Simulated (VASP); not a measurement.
# TaN (P-6m2) in VASP: a series of runs

TaN is run at these levels: PBEsol-based screened hybrid with 25 % exact exchange, LDA, PBEsol-based global hybrid with 25 % exact exchange; tasks: relaxation of cell and atoms, single point.

Everything below comes from runs of VASP 6.6.1. Logs are shortened: lines on timing, memory, paths and dates and some standing lists are left out, and cuts for length are marked.

**1. The cell of the first run**

The structure is hexagonal, space group P-6m2 (No. 187). The conventional cell has a = 2.938 Å, b = 2.938 Å, c = 2.883 Å, α = 90.00°, β = 90.00°, γ = 120.00°. Within 3.0 Å of Ta (site symmetry -6m2) lie 6 N at 2.23 Å and 8 Ta at 2.88 to 2.94 Å. Within 3.0 Å of N (site symmetry -6m2) lie 6 Ta at 2.23 Å and 8 N at 2.88 to 2.94 Å.

**2. Relaxation of cell and atoms, PBEsol-based screened hybrid with 25 % exact exchange**

POSCAR reads:

```
TaN
1.0
    2.9380011100      0.0000000000      0.0000000000
   -1.4690005500      2.5443836000      0.0000000000
    0.0000000000      0.0000000000      2.8830022100
Ta N
1 1
Direct
    0.3333333333      0.6666666667      0.5000000000
    0.0000000000      0.0000000000      0.0000000000
```

INCAR.step1 reads:

```
PREC = Accurate
ENCUT = 600
EDIFF = 1E-5
ISMEAR = -1
SIGMA = 0.05
LREAL = False
LASPH = True
NELM = 80
ALGO = Normal
LWAVE = True
LCHARG = False
GGA = PE
NBANDS = 15
```

INCAR.step2 reads:

```
PREC = Accurate
ENCUT = 600
EDIFF = 1E-6
ISMEAR = -1
SIGMA = 0.05
LREAL = False
LASPH = True
NELM = 80
ALGO = Normal
ISIF = 3
LWAVE = False
LCHARG = False
GGA = PS
LHFCALC = True
AEXX = 0.25
HFSCREEN = 0.207
PRECFOCK = Normal
IBRION = 2
NSW = 60
EDIFFG = -0.01
ISTART = 1
```

KPOINTS reads:

```
regular mesh
0
Gamma
  5 5 5
```

Potentials or basis: VASP PAW PBE potentials, release 64 (Ta_pv, N).

Command:

```bash
$ cat potpaw_PBE.64/Ta_pv/POTCAR potpaw_PBE.64/N/POTCAR > POTCAR
$ cp INCAR.step1 INCAR
$ mpirun -np 1 vasp_std > vasp.out
$ cp INCAR.step2 INCAR
$ mpirun -np 1 vasp_std > vasp.out
```

OUTCAR:

```text
PREC = Accurate
   ENCUT = 600
   EDIFF = 1E-6
   ISMEAR = -1
   LREAL = False
   LASPH = True
   NELM = 80
   ISIF = 3
   GGA = PS
   LHFCALC = True
   AEXX = 0.25
   HFSCREEN = 0.207
   PRECFOCK = Normal
   IBRION = 2
   NSW = 60
   EDIFFG = -0.01
   ISTART = 1

 ion  position               nearest neighbor table
   1  0.333  0.667  0.500-   2 2.23   2 2.23   2 2.23   2 2.23   2 2.23   2 2.23
   2  0.000  0.000  0.000-   1 2.23   1 2.23   1 2.23   1 2.23   1 2.23   1 2.23

  LATTYP: Found a hexagonal cell.
 ALAT       =     2.9380011100
 C/A-ratio  =     0.9812801636

  Lattice vectors:

 A1 = (   2.9380011100,   0.0000000000,   0.0000000000)
 A2 = (  -1.4690005500,   2.5443836000,   0.0000000000)
 A3 = (   0.0000000000,   0.0000000000,   2.8830022100)

Analysis of symmetry for initial positions (statically):
=====================================================================
 Subroutine PRICEL returns:
 Original cell was already a primitive cell.

 Routine SETGRP: Setting up the symmetry group for a
 hexagonal supercell.

 Subroutine GETGRP returns: Found 12 space group operations
 (whereof 12 operations were pure point group operations)
 out of a pool of 24 trial point group operations.

The static configuration has the point symmetry D_3h.

Analysis of symmetry for dynamics (positions and initial velocities):
=====================================================================
 Subroutine PRICEL returns:
 Original cell was already a primitive cell.

 Routine SETGRP: Setting up the symmetry group for a
 hexagonal supercell.

 Subroutine GETGRP returns: Found 12 space group operations
 (whereof 12 operations were pure point group operations)
 out of a pool of 24 trial point group operations.

The dynamic configuration has the point symmetry D_3h.

 Subroutine INISYM returns: Found 12 space group operations
 (whereof 12 operations are pure point group operations),
 and found     1 'primitive' translations

----------------------------------------------------------------------------------------

                                     Primitive cell

  volume of cell :      21.5516

  direct lattice vectors                    reciprocal lattice vectors
     2.938001110  0.000000000  0.000000000     0.340367468  0.196511249  0.000000000
    -1.469000550  2.544383600  0.000000000     0.000000000  0.393022499  0.000000000
     0.000000000  0.000000000  2.883002210     0.000000000  0.000000000  0.346860643

  length of vectors
     2.938001110  2.938001110  2.883002210     0.393022499  0.393022499  0.346860643

  position of ions in fractional coordinates (direct lattice)
     0.333333333  0.666666667  0.500000000
     0.000000000  0.000000000  0.000000000

  ion indices of the primitive-cell ions
   primitive index   ion index
                 1           1
                 2           2

----------------------------------------------------------------------------------------

 KPOINTS: regular mesh

Automatic generation of k-mesh.
 Grid dimensions read from file:
 generate k-points for:    5    5    5

 Generating k-lattice:

  Cartesian coordinates                     Fractional coordinates (reciprocal lattice)
     0.068073494  0.039302250  0.000000000     0.200000000  0.000000000  0.000000000
     0.000000000  0.078604500  0.000000000     0.000000000  0.200000000  0.000000000
     0.000000000  0.000000000  0.069372129     0.000000000  0.000000000  0.200000000

  Length of vectors
     0.078604500  0.078604500  0.069372129

  Shift w.r.t. Gamma in fractional coordinates (k-lattice)
     0.000000000  0.000000000  0.000000000

 Subroutine IBZKPT returns following result:
 ===========================================

 Found     15 irreducible k-points:

 Following reciprocal coordinates:
            Coordinates               Weight
  0.000000  0.000000  0.000000      1.000000
  0.200000 -0.000000  0.000000      6.000000
  0.400000 -0.000000  0.000000      6.000000
  0.200000  0.200000  0.000000      6.000000
  0.400000  0.200000  0.000000      6.000000
[... 39 lines left out ...]
   ENCUT4O =  -1.0   cutoff for four orbital integrals eV
   NKREDX  =     1    reduce k-point grid by
   NKREDY  =     1    reduce k-point grid by
   NKREDZ  =     1    reduce k-point grid by
   AEXX    =    0.2500 exact exchange contribution
   HFSCREEN=    0.2070 screening length (either q_TF or 0.3 A-1)
   HFSCREENC=   0.2070 screening length for correlation (either q_TF or 0.3 A-1)
   ENCUTFOCK=  -1.0 apply spherical cutoff to Coloumb kernel
   IVDW    =     0    specifies the selected vdW correction
   LEPSILON=     F    determine dielectric tensor
   LRPA    =     F    only Hartree local field effects (RPA)
 conjugate gradient relaxation of ions
 non-spin polarized calculation
  energy-cutoff  :      600.00
  volume of cell :       21.55
 maximum number of plane-waves:       728
 NGX is ok and might be reduce to    24
  NGX = 18; NGY = 18; NGZ = 18

--------------------------------------- Ionic step        1  -------------------------------------------

 number of electron      16.0000001 magnetization

 Free energy of the ion-electron system (eV)
  ---------------------------------------------------
  ext. energy  EPLUGINS =         0.00000000
  ---------------------------------------------------
  free energy    TOTEN  =       -27.31072360 eV

  energy without entropy =      -27.30850553  energy(sigma->0) =      -27.30961457

------------------------ aborting loop because EDIFF is reached ----------------------------------------

  FORCE on cell =-STRESS in cart. coord.  units (eV):
  Direction    XX          YY          ZZ          XY          YZ          ZX
  --------------------------------------------------------------------------------------
  -------------------------------------------------------------------------------------
  Total       -1.3178793     -1.3178793     -1.5573563     -0.0000000     -0.0000000      0.0000000
  in kB      -97.9730663    -97.9730665   -115.7761379     -0.0000002     -0.0000000      0.0000000
  external PRESSURE =    -103.9074236 kB  Pullay stress =       0.0000000 kB
[... 89 lines left out ...]
  FREE ENERGIE OF THE ION-ELECTRON SYSTEM (eV)
  ---------------------------------------------------
  free  energy   TOTEN  =       -27.3303808191 eV

  energy  without entropy=      -27.3281627481  energy(sigma->0) =      -27.32927178

[... ionic steps 4 to 7 ...]

--------------------------------------- Ionic step        8  -------------------------------------------

 number of electron      15.9999999 magnetization

------------------------ aborting loop because EDIFF is reached ----------------------------------------

  FORCE on cell =-STRESS in cart. coord.  units (eV):
  Direction    XX          YY          ZZ          XY          YZ          ZX
  --------------------------------------------------------------------------------------
  -------------------------------------------------------------------------------------
  Total        0.0189048      0.0189048      0.0233501      0.0000000     -0.0000000      0.0000000
  in kB        1.4456749      1.4456749      1.7856115      0.0000000     -0.0000000      0.0000000
  external PRESSURE =       1.5589871 kB  Pullay stress =       0.0000000 kB
[... 57 lines left out ...]
  energy  without entropy=      -27.3281868020  energy(sigma->0) =      -27.32929584

--------------------------------------- Ionic step       10  -------------------------------------------

 number of electron      15.9999999 magnetization

 Free energy of the ion-electron system (eV)
  ---------------------------------------------------
  ext. energy  EPLUGINS =         0.00000000
  ---------------------------------------------------
  free energy    TOTEN  =       -27.33041938 eV

  energy without entropy =      -27.32820131  energy(sigma->0) =      -27.32931035

 E-fermi :   8.5045     XC(G=0): -11.0961

 val. band max:        8.5045231776   @ k =   0.0000   0.0000   0.4000
 cond. band min:       8.5045234540   @ k =   0.0000   0.0000   0.4000
 fundamental gap:      0.0000002764
 Fermi energy:         8.5045233157

 k-point     1 :       0.0000    0.0000    0.0000
  band No.  band energies     occupation
      1     -28.9074      2.00000
      2     -28.6231      2.00000
      3     -28.6231      2.00000
      4     -11.8735      2.00000
      5       2.8243      2.00000
      6       2.8243      2.00000
      7       3.2912      2.00000
      8       4.7146      2.00000
      9      11.3474      0.00000
     10      12.7398      0.00000
     11      12.7398      0.00000
     12      13.2768      0.00000
[... 237 lines left out ...]
  FREE ENERGIE OF THE ION-ELECTRON SYSTEM (eV)
  ---------------------------------------------------
  free  energy   TOTEN  =       -27.3304193832 eV

  energy  without entropy=      -27.3282013122  energy(sigma->0) =      -27.32931035

 reached required accuracy - stopping structural energy minimisation
```

Run time: 43 min. Hardware: 1 thread of Intel Xeon 6975P-C (Granite Rapids), shared host; peak memory 0.25 GiB.

Results:

- Free energy: -27.3304 eV
- Relaxed volume: 10.48 Å³/atom
- Relaxed cell: a = 2.912 Å, b = 2.912 Å, c = 2.855 Å, α = 90.00°, β = 90.00°, γ = 120.00°
- Space group after relaxing (to 0.1 Å): P-6m2 (No. 187)
- Energy gained by relaxing: 9.8 meV/atom
- Ionic steps: 10
- Pressure after relaxing: 0.0 GPa
- Band gap on the k mesh: zero (filled and empty bands touch)

Step by step:
```
step  energy change (eV)  largest force (eV/Å)  pressure (GPa)  volume (Å³)
   1              0.0000                0.0000          -10.39        21.55
   2              0.1363                0.0000           34.86        19.44
   3             -0.0197                0.0000           -0.30        20.98
   4             -0.0197                0.0000           -0.13        20.97
   5             -0.0197                0.0000            0.05        20.95
   6             -0.0197                0.0000            0.17        20.95
   7             -0.0197                0.0000            0.15        20.95
   8             -0.0197                0.0000            0.16        20.95
   9             -0.0197                0.0000           -0.22        20.97
  10             -0.0197                0.0000           -0.03        20.96
```

Final structure:
```
Ta N
1.0
     2.91158    0.00000    0.00000
    -1.45579    2.52150    0.00000
     0.00000    0.00000    2.85469
Ta N
1 1
Direct
  0.33333 0.66667 0.50000
  0.00000 0.00000 0.00000
```

Levels at points of the mesh, in eV from the Fermi level:
```
           k point  band 4  band 5  band 6  band 7  band 8  band 9  band 10  band 11  band 12
(0.00, 0.00, 0.00)  -20.38   -5.68   -5.68   -5.21   -3.79    2.84     4.24     4.24     4.77
```

Caveat: the k points lie up to 0.50 Å⁻¹ apart in the final cell; the PAW data sets were made with another functional, which shifts forces and pressure a little; spin-orbit coupling is left out, which moves the levels of the heavy elements.

**3. Single point, LDA**

INCAR reads:

```
SYSTEM = TaN
ALGO     = Normal         ! electronic algorithm
EDIFF    = 1E-6           ! SCF threshold, eV
ENCUT    = 700            ! plane-wave cutoff, eV
GGA_COMPAT= .FALSE.      
ISIF     = 2              ! what is computed and relaxed
ISMEAR   = -1             ! smearing method
LASPH    = .TRUE.         ! aspherical terms in the spheres
LCHARG   = .FALSE.        ! write CHGCAR
LREAL    = .FALSE.        ! projectors in reciprocal space
LWAVE    = .FALSE.        ! write WAVECAR
NBANDS   = 16             ! bands
NELM     = 120            ! most SCF steps
PREC     = Accurate       ! precision mode
SIGMA    = 0.05           ! smearing width, eV
```

KPOINTS reads:

```
k-points
0
G
  7 7 7
  0 0 0
```

POSCAR is that of step 2.

Potentials or basis: VASP PAW LDA potentials, release 64 (Ta_sv_GW, N).

Command:

```bash
$ cat potpaw_LDA.64/Ta_sv_GW/POTCAR potpaw_LDA.64/N/POTCAR > POTCAR
$ mpirun -np 1 vasp_std > vasp.out
```

It took 14 s on 1 thread of AMD EPYC 7R13 (Zen 3), shared host; peak memory 0.13 GiB.

The run converged. Its results:

* Free energy: -27.2070 eV
* Pressure: -10.5 GPa
* Band gap on the k mesh: zero (bands 9 and 10 overlap by 0.30 eV)

Stress tensor (GPa, compression positive):
```
 -9.84   0.00   0.00
  0.00  -9.84   0.00
  0.00   0.00 -11.93
```

Levels at points of the mesh, in eV from the Fermi level:
| k point | band 5 | band 6 | band 7 | band 8 | band 9 | band 10 | band 11 | band 12 | band 13 | band 14 |
| --- | --- | --- | --- | --- | --- | --- | --- | --- | --- | --- |
| (0.00, 0.00, 0.00) | -17.61 | -4.64 | -4.64 | -4.29 | -2.98 | 2.25 | 3.48 | 3.48 | 3.84 | 3.84 |

Caveat: the cell stands under tension; spin-orbit coupling is left out, which moves the levels of the heavy elements.

**4. Single point, PBEsol-based global hybrid with 25 % exact exchange**

This run uses another cell than the first one, of 10.49 Å³/atom.

POSCAR reads:

```
TaN
1.0
    2.9123771718     -0.0000000029      0.0000000000
   -1.4561885834      2.5221926176      0.0000000000
    0.0000000000      0.0000000000      2.8554099379
Ta N
1 1
Direct
    0.3333333333      0.6666666667      0.5000000000
    0.0000000000      0.0000000000      0.0000000000
```

INCAR.step1 reads:

```
PREC     = Accurate       # precision mode
ENCUT    = 520            # plane-wave cutoff, eV
EDIFF    = 1E-5           # SCF threshold, eV
ISMEAR   = -1             # smearing method
SIGMA    = 0.05           # smearing width, eV
LREAL    = False          # projectors in reciprocal space
LASPH    = True           # aspherical terms in the spheres
NELM     = 60             # most SCF steps
ALGO     = Normal         # electronic algorithm
ISIF     = 2              # what is computed and relaxed
LWAVE    = True           # write WAVECAR
NBANDS   = 15             # bands
GGA      = PE             # functional
```

INCAR.step2 reads:

```
PREC     = Accurate       # precision mode
ENCUT    = 520            # plane-wave cutoff, eV
EDIFF    = 1E-6           # SCF threshold, eV
ISMEAR   = -1             # smearing method
SIGMA    = 0.05           # smearing width, eV
LREAL    = False          # projectors in reciprocal space
LASPH    = True           # aspherical terms in the spheres
NELM     = 60             # most SCF steps
ALGO     = Normal         # electronic algorithm
ISIF     = 2              # what is computed and relaxed
LWAVE    = False          # write WAVECAR
LCHARG   = True           # write CHGCAR
GGA      = PS             # functional
LHFCALC  = True           # exact exchange
AEXX     = 0.25           # exact-exchange fraction
PRECFOCK = Normal       
LELF     = True           # ELF
LVHAR    = True         
NBANDS   = 15             # bands
ISTART   = 1
```

KPOINTS reads:

```
Automatic mesh
0
Gamma
  5 5 5
```

Potentials or basis: VASP PAW PBE potentials, release 64 (Ta_pv, N).

Command:

```bash
$ cat potpaw_PBE.64/Ta_pv/POTCAR potpaw_PBE.64/N/POTCAR > POTCAR
$ cp INCAR.step1 INCAR
$ mpirun -np 1 vasp_std > vasp.out
$ cp INCAR.step2 INCAR
$ mpirun -np 1 vasp_std > vasp.out
```

Wall time 34 min (1 thread of AMD EPYC 7R13 (Zen 3), shared host); peak memory 0.12 GiB.

It converged, with:

| Quantity | Value |
| --- | --- |
| Free energy | -29.1377 eV |
| Pressure | -0.7 GPa |
| Band gap on the k mesh | 0.72 eV |

Stress tensor (GPa, compression positive):
```
-0.78  0.00  0.00
 0.00 -0.78  0.00
 0.00  0.00 -0.66
```

Levels at points of the mesh, in eV from the valence-band top:
```
           k point  band 4  band 5  band 6  band 7  band 8  band 9  band 10  band 11  band 12  band 13
(0.00, 0.00, 0.00)  -20.46   -5.75   -5.74   -5.29   -3.84    3.55     4.97     4.98     5.50     5.50
```

Caveat: the k points lie up to 0.50 Å⁻¹ apart; the PAW data sets were made with another functional, which shifts forces and pressure a little; spin-orbit coupling is left out, which moves the levels of the heavy elements. A k mesh can miss the band edges.

**5. Single point, LDA**

This run uses another cell than the first one, of 10.43 Å³/atom.

INCAR reads:

```
SYSTEM = TaN
ALGO = Normal ; EDIFF = 1E-6
ENCUT = 700 ; GGA_COMPAT = .FALSE.
ISIF = 2 ; ISMEAR = -1
LASPH = .TRUE. ; LCHARG = .FALSE.
LREAL = .FALSE. ; LWAVE = .FALSE.
NBANDS = 16 ; NELM = 120
PREC = Accurate ; SIGMA = 0.05
```

KPOINTS reads:

```
k-points
0
G
  7 7 7
  0 0 0
```

POSCAR reads:

```
TaN
1.0
    2.9078572589     -0.0000000029      0.0000000000
   -1.4539286270      2.5182782582      0.0000000000
    0.0000000000      0.0000000000      2.8496609054
Ta N
1 1
Direct
    0.3333333333      0.6666666667      0.5000000000
    0.0000000000      0.0000000000      0.0000000000
```

Potentials or basis: VASP PAW LDA potentials, release 64 (Ta_sv_GW, N).

Command:

```bash
$ cat potpaw_LDA.64/Ta_sv_GW/POTCAR potpaw_LDA.64/N/POTCAR > POTCAR
$ mpirun -np 1 vasp_std > vasp.out
```

Run time: 8.7 s. Hardware: 1 thread of Intel Xeon 6975P-C (Granite Rapids), shared host; peak memory 0.16 GiB.

The run converged. Its results:

```yaml
Free_energy: -27.2264 eV
Pressure: 1.2 GPa
Band_gap_on_the_k_mesh: zero (bands 9 and 10 overlap by 0.33 eV)
```

Stress tensor (GPa, compression positive):
```
1.12 0.00 0.00
0.00 1.12 0.00
0.00 0.00 1.26
```

Levels at points of the mesh, in eV from the Fermi level:
```tsv
k point	band 7	band 8	band 9	band 10	band 11	band 12
(0.00, 0.00, 0.00)	-4.80	-4.44	-3.01	2.48	3.63	3.63
```

Caveat: spin-orbit coupling is left out, which moves the levels of the heavy elements.

**6. The runs side by side**

| task | level | potentials or basis | cell | k mesh | cutoff (eV) | grid for exact exchange (PRECFOCK) | share of exact exchange | screening parameter | gap on the mesh (eV) | pressure (GPa) |
| --- | --- | --- | --- | --- | --- | --- | --- | --- | --- | --- |
| relaxation of cell and atoms | PBEsol-based screened hybrid with 25 % exact exchange | VASP PAW PBE potentials, release 64 (Ta_pv, N) | relaxed from a = 2.938, b = 2.938, c = 2.883 Å, angles 90.0, 90.0, 120.0°, 2 atoms | 5 × 5 × 5 | 600 | Normal | 0.25 | 0.207 1/Å | none | 0.0 |
| single point | LDA | VASP PAW LDA potentials, release 64 (Ta_sv_GW, N) | a = 2.938, b = 2.938, c = 2.883 Å, angles 90.0, 90.0, 120.0°, 2 atoms | 7 × 7 × 7 | 700 | - | - | - | none | -10.5 |
| single point | PBEsol-based global hybrid with 25 % exact exchange | VASP PAW PBE potentials, release 64 (Ta_pv, N) | a = 2.912, b = 2.912, c = 2.855 Å, angles 90.0, 90.0, 120.0°, 2 atoms | 5 × 5 × 5 | 520 | Normal | 0.25 | - | 0.72 | -0.7 |
| single point | LDA | VASP PAW LDA potentials, release 64 (Ta_sv_GW, N) | a = 2.908, b = 2.908, c = 2.850 Å, angles 90.0, 90.0, 120.0°, 2 atoms | 7 × 7 × 7 | 700 | - | - | - | none | 1.2 |

Alike in all rows: no spin polarisation; smearing fermi-dirac 0.05 eV.

Caveats: some runs use coarse meshes; spin-orbit coupling is left out, which moves the levels of the heavy elements; the PAW data sets were made with another functional, which shifts forces and pressure a little (at least some runs); the cell stands under tension (at least some runs).

Absolute energies hang on the potentials; compare differences alone.

The gap in the log of VASP goes by the Fermi energy; the results here count the filled bands.